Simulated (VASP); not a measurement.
# AlN (P6_3mc) in VASP: notebook

Runs on AlN. Level: r2SCAN. Tasks: single point.

Program: VASP 6.6.1. These are calculated values, not measurements. Logs are shortened: lines on timing, memory, paths and dates and some standing lists are left out, and cuts for length are marked.

## Step 1: The cell of the first run

Symmetry: P6_3mc, No. 186, hexagonal system. Conventional cell: a = 3.098 Å, b = 3.098 Å, c = 4.961 Å, α = 90.00°, β = 90.00°, γ = 120.00°. Within 2.5 Å of Al (site symmetry 3m) lie 4 N at 1.88 to 1.89 Å. Within 2.5 Å of N (site symmetry 3m) lie 4 Al at 1.88 to 1.89 Å.

## Step 2: Single point, r2SCAN

File POSCAR:

```
AlN
1.0
    3.0976267616      0.0000000000      0.0000000000
   -1.5488133808      2.6826234670      0.0000000000
    0.0000000000      0.0000000000      4.9609554546
Al N
2 2
Direct
    0.3333333333      0.6666666667     -0.0008824558
    0.6666666667      0.3333333333      0.4991175442
    0.3333333333      0.6666666667      0.3808824558
    0.6666666667      0.3333333333      0.8808824558
```

File INCAR.step1:

```
PREC = Accurate
ENCUT = 520
ISMEAR = 0
SIGMA = 0.01
LREAL = False
LASPH = True
NELM = 60
NBANDS = 16
GGA = PE
ALGO = Normal
EDIFF = 1E-4
LWAVE = True
LCHARG = False
```

File INCAR.step2:

```
PREC = Accurate
ENCUT = 520
EDIFF = 1E-6
ISMEAR = 0
SIGMA = 0.01
LREAL = False
LASPH = True
NELM = 60
ALGO = Normal
ISIF = 2
LWAVE = False
LCHARG = True
METAGGA = R2SCAN
LMIXTAU = True
LELF = True
LVHAR = True
NBANDS = 16
ISTART = 1
```

File KPOINTS:

```
Automatic mesh
0
Gamma
  8 8 6
```

Potentials or basis: VASP PAW PBE potentials, release 64 (Al, N).

On the command line:

```
cat potpaw_PBE.64/Al/POTCAR potpaw_PBE.64/N/POTCAR > POTCAR
cp INCAR.step1 INCAR
mpirun -np 1 vasp_std > vasp.out
cp INCAR.step2 INCAR
mpirun -np 1 vasp_std > vasp.out
```

OUTCAR:

```text
PREC = Accurate
   ENCUT = 520
   EDIFF = 1E-6
   ISMEAR = 0
   LREAL = False
   LASPH = True
   NELM = 60
   ISIF = 2
   METAGGA = R2SCAN
   ISTART = 1

 ion  position               nearest neighbor table
   1  0.333  0.667  0.999-   4 1.88   4 1.88   4 1.88   3 1.89   2 3.06   2 3.06   2 3.06   2 3.06
                             2 3.06   2 3.06
   2  0.667  0.333  0.499-   3 1.88   3 1.88   3 1.88   4 1.89   1 3.06   1 3.06   1 3.06   1 3.06
                             1 3.06   1 3.06
   3  0.333  0.667  0.381-   2 1.88   2 1.88   2 1.88   1 1.89
   4  0.667  0.333  0.881-   1 1.88   1 1.88   1 1.88   2 1.89

  LATTYP: Found a hexagonal cell.
 ALAT       =     3.0976267616
 C/A-ratio  =     1.6015342830

  Lattice vectors:

 A1 = (   3.0976267616,   0.0000000000,   0.0000000000)
 A2 = (  -1.5488133808,   2.6826234670,   0.0000000000)
 A3 = (   0.0000000000,   0.0000000000,   4.9609554546)

Analysis of symmetry for initial positions (statically):
=====================================================================
 Subroutine PRICEL returns:
 Original cell was already a primitive cell.

 Routine SETGRP: Setting up the symmetry group for a
 hexagonal supercell.

 Subroutine GETGRP returns: Found 12 space group operations
 (whereof  6 operations were pure point group operations)
 out of a pool of 24 trial point group operations.

The static configuration has the point symmetry C_3v.
 The point group associated with its full space group is C_6v.

Analysis of symmetry for dynamics (positions and initial velocities):
=====================================================================
 Subroutine PRICEL returns:
 Original cell was already a primitive cell.

 Routine SETGRP: Setting up the symmetry group for a
 hexagonal supercell.

 Subroutine GETGRP returns: Found 12 space group operations
 (whereof  6 operations were pure point group operations)
 out of a pool of 24 trial point group operations.

The dynamic configuration has the point symmetry C_3v.
 The point group associated with its full space group is C_6v.

 Subroutine INISYM returns: Found 12 space group operations
 (whereof  6 operations are pure point group operations),
 and found     1 'primitive' translations

----------------------------------------------------------------------------------------

                                     Primitive cell

  volume of cell :      41.2244

  direct lattice vectors                    reciprocal lattice vectors
     3.097626762  0.000000000  0.000000000     0.322827789  0.186384711  0.000000000
    -1.548813381  2.682623467  0.000000000     0.000000000  0.372769422  0.000000000
     0.000000000  0.000000000  4.960955455     0.000000000  0.000000000  0.201574074

  length of vectors
     3.097626762  3.097626762  4.960955455     0.372769422  0.372769422  0.201574074

  position of ions in fractional coordinates (direct lattice)
     0.333333333  0.666666667  0.999117544
     0.666666667  0.333333333  0.499117544
     0.333333333  0.666666667  0.380882456
     0.666666667  0.333333333  0.880882456

  ion indices of the primitive-cell ions
   primitive index   ion index
                 1           1
                 2           2
                 3           3
                 4           4

----------------------------------------------------------------------------------------

 KPOINTS: Automatic mesh

Automatic generation of k-mesh.
 Grid dimensions read from file:
 generate k-points for:    8    8    6

 Generating k-lattice:

  Cartesian coordinates                     Fractional coordinates (reciprocal lattice)
     0.040353474  0.023298089  0.000000000     0.125000000  0.000000000  0.000000000
     0.000000000  0.046596178  0.000000000     0.000000000  0.125000000  0.000000000
     0.000000000  0.000000000  0.033595679     0.000000000  0.000000000  0.166666667

  Length of vectors
     0.046596178  0.046596178  0.033595679

  Shift w.r.t. Gamma in fractional coordinates (k-lattice)
     0.000000000  0.000000000  0.000000000

 Subroutine IBZKPT returns following result:
 ===========================================

 Found     40 irreducible k-points:

 Following reciprocal coordinates:
            Coordinates               Weight
  0.000000  0.000000  0.000000      1.000000
  0.125000  0.000000  0.000000      6.000000
  0.250000  0.000000  0.000000      6.000000
  0.375000 -0.000000  0.000000      6.000000
  0.500000  0.000000  0.000000      3.000000
  0.125000  0.125000  0.000000      6.000000
[... 16 lines left out ...]
  0.250000  0.000000  0.333333     12.000000
  0.375000 -0.000000  0.333333     12.000000
 [... further k-points ...]
   k-points           NKPTS =     40   k-points in BZ     NKDIM =     40   number of bands    NBANDS=     16
   number of dos      NEDOS =    301   number of ions     NIONS =      4
   total plane-waves  NPLWV =  23040
   dimension x,y,z NGX =    24 NGY =   24 NGZ =   40
   dimension x,y,z NGXF=    48 NGYF=   48 NGZF=   80
   ions per type =               2   2
   NGX,Y,Z   is equivalent  to a cutoff of  12.88, 12.88, 13.40 a.u.
   NGXF,Y,Z  is equivalent  to a cutoff of  25.76, 25.76, 26.81 a.u.
 SYSTEM =  unknown system
   PREC   = accura    normal or accurate (medium, high low for compatibility)
   ISTART =      1    job   : 0-new  1-cont  2-samecut
   ICHARG =      0    charge: 1-file 2-atom 10-const
   ISPIN  =      1    spin polarized calculation?
   LNONCOLLINEAR =      F non collinear calculations
   LSORBIT =      F    spin-orbit coupling
   LASPH  =      T    aspherical Exc in radial PAW
   ENCUT  =  520.0 eV  38.22 Ry    6.18 a.u.   5.76  5.76  9.22*2*pi/ulx,y,z
   NELM   =     60;   NELMIN=  2; NELMDL=  0     # of ELM steps
   EDIFF  = 0.1E-05   stopping-criterion for ELM
   LREAL  =      F    real-space projection
   EDIFFG = 0.1E-04   stopping-criterion for IOM
   NSW    =      0    number of steps for IOM
   IBRION =     -1    ionic relax: 0-MD 1-quasi-New 2-CG
   NFREE  =      0    steps in history (QN), initial steepest desc. (CG)
   ISIF   =      2    stress and relaxation
   ISYM   =      2    0-nonsym 1-usesym 2-fastsym
   POTIM  = 0.5000    time-step for ionic-motion
   TEBEG  =    0.0;   TEEND  =   0.0 temperature during run
   PSTRESS=    0.0 pullay stress
   NELECT =      16.0000    total number of electrons
   NUPDOWN=      -1.0000    fix difference up-down
   EMIN   =  10.00;   EMAX   =-10.00  energy-range for DOS
   EFERMI =   0.00;   METHOD = LEGACY
   ISMEAR =     0;   SIGMA  =   0.01  broadening in eV -4-tet -1-fermi 0-gaus
   EFERMI_NEDOS =   21; number of points for ismear=-14 and -15
   IALGO  =     38    algorithm
   IMIX   =      4    mixing-type and parameters
     AMIX     =   0.40;   BMIX     =  1.00
     AMIX_MAG =   1.60;   BMIX_MAG =  1.00
  volume/ion in A,a.u.               =      10.31        69.55
  Fermi-wavevector in a.u.,A,eV,Ry     =   1.194163  2.256640 19.402237  1.426024
  Thomas-Fermi vector in A             =   2.330159
   LORBIT       =      0    0 simple, 1 ext, 2 COOP (PROOUT), +10 PAW based schemes
   METAGGA = R2SCAN    functional components
   LHFCALC =     F    Hartree Fock is set to
   AEXX    =    0.0000 exact exchange contribution
   IVDW    =     0    specifies the selected vdW correction
   LEPSILON=     F    determine dielectric tensor
   LRPA    =     F    only Hartree local field effects (RPA)
 non-spin polarized calculation
 Gauss-broadening in eV      SIGMA  =   0.01
  energy-cutoff  :      520.00
  volume of cell :       41.22
 maximum number of plane-waves:      1124
 NGX is ok and might be reduce to    24
   NGX = 11   NGY = 11   NGZ = 19

 number of electron      15.9999996 magnetization

 Free energy of the ion-electron system (eV)
  ---------------------------------------------------
  ext. energy  EPLUGINS =         0.00000000
  ---------------------------------------------------
  free energy    TOTEN  =       -38.45443730 eV

  energy without entropy =      -38.45443730  energy(sigma->0) =      -38.45443730

 E-fermi :   6.0516     XC(G=0): -11.4595

 val. band max:        6.0124230885   @ k =   0.0000   0.0000   0.0000
 cond. band min:      11.0162986768   @ k =   0.0000   0.0000   0.0000
 fundamental gap:      5.0038755883
 Fermi energy:         6.0516437508

 k-point     1 :       0.0000    0.0000    0.0000
  band No.  band energies     occupation
      1     -10.0299      2.00000
      2      -7.8763      2.00000
      3      -0.1022      2.00000
      4       5.1154      2.00000
      5       5.1154      2.00000
      6       5.7800      2.00000
[... 8 lines left out ...]
     15      20.2211      0.00000
     16      20.2211      0.00000

 k-point     2 :       0.1250    0.0000    0.0000
  band No.  band energies     occupation
      1      -9.8288      2.00000
      2      -7.7657      2.00000
      3       0.1405      2.00000
      4       4.2455      2.00000
      5       4.8662      2.00000
      6       4.9677      2.00000
[... 8 lines left out ...]
     15      19.8947      0.00000
     16      20.0850      0.00000

 k-point     3 :       0.2500    0.0000    0.0000
  band No.  band energies     occupation
      1      -9.2703      2.00000
      2      -7.5063      2.00000
      3       0.8368      2.00000
      4       2.4964      2.00000
      5       3.5115      2.00000
      6       4.3892      2.00000
[... 8 lines left out ...]
     15      19.2686      0.00000
     16      20.3629      0.00000
[... 362 lines left out ...]
 k-point    23 :       0.2500    0.0000    0.3333
  band No.  band energies     occupation
      1      -8.9023      2.00000
      2      -8.0369      2.00000
      3       1.3686      2.00000
      4       2.5023      2.00000
      5       3.5640      2.00000
      6       4.6514      2.00000
[... 8 lines left out ...]
     15      19.3841      0.00000
     16      20.3381      0.00000

 k-point    24 :       0.3750   -0.0000    0.3333
  band No.  band energies     occupation
      1      -8.2420      2.00000
      2      -7.6402      2.00000
      3       0.6291      2.00000
      4       1.2794      2.00000
      5       3.5390      2.00000
      6       4.2965      2.00000
[... 8 lines left out ...]
     15      19.4379      0.00000
     16      21.3402      0.00000

 [... further k-points ...]

------------------------ aborting loop because EDIFF is reached ----------------------------------------

  FORCE on cell =-STRESS in cart. coord.  units (eV):
  Direction    XX          YY          ZZ          XY          YZ          ZX
  --------------------------------------------------------------------------------------
  -------------------------------------------------------------------------------------
  Total        0.4149298      0.4149298      0.4226831      0.0000000      0.0000000      0.0000000
  in kB       16.1261636     16.1261636     16.4274957      0.0000000      0.0000000      0.0000000
  external PRESSURE =      16.2266076 kB  Pullay stress =       0.0000000 kB

 VOLUME and BASIS-vectors are now :
 -----------------------------------------------------------------------------
  energy-cutoff  :      520.00
  volume of cell :       41.22
      direct lattice vectors                 reciprocal lattice vectors
     3.097626762  0.000000000  0.000000000     0.322827789  0.186384711  0.000000000
    -1.548813381  2.682623467  0.000000000     0.000000000  0.372769422  0.000000000
     0.000000000  0.000000000  4.960955455     0.000000000  0.000000000  0.201574074

 POSITION                                       TOTAL-FORCE (eV/Angst)
 -----------------------------------------------------------------------------------
     -0.00000      1.78842      4.95658        -0.000000      0.000000     -0.003180
      1.54881      0.89421      2.47610         0.000000      0.000000     -0.003180
     -0.00000      1.78842      1.88954        -0.000000      0.000000      0.003180
      1.54881      0.89421      4.37002         0.000000     -0.000000      0.003180
 -----------------------------------------------------------------------------------
    total drift:                               -0.000000     -0.000000     -0.024692

  FREE ENERGIE OF THE ION-ELECTRON SYSTEM (eV)
  ---------------------------------------------------
  free  energy   TOTEN  =       -38.4544373020 eV

  energy  without entropy=      -38.4544373020  energy(sigma->0) =      -38.45443730
```

It took 43 s on 1 thread of Intel Xeon 6975P-C (Granite Rapids), shared host; peak memory 0.16 GiB.

What came out:

- Free energy: -38.4544 eV
- Pressure: 1.6 GPa
- Largest force: 0.003 eV/Å
- Band gap on the k mesh: 5.00 eV, direct

Forces on the atoms (eV/Å):
```
Al   0.000  0.000 -0.003
Al   0.000  0.000 -0.003
N    0.000  0.000  0.003
N    0.000  0.000  0.003
```

Caveat: the PAW data sets were made with another functional, which shifts forces and pressure a little. r2SCAN opens gaps a little over a GGA but as a rule still falls short of measured ones.

(Part 1 of 2 ends here.)
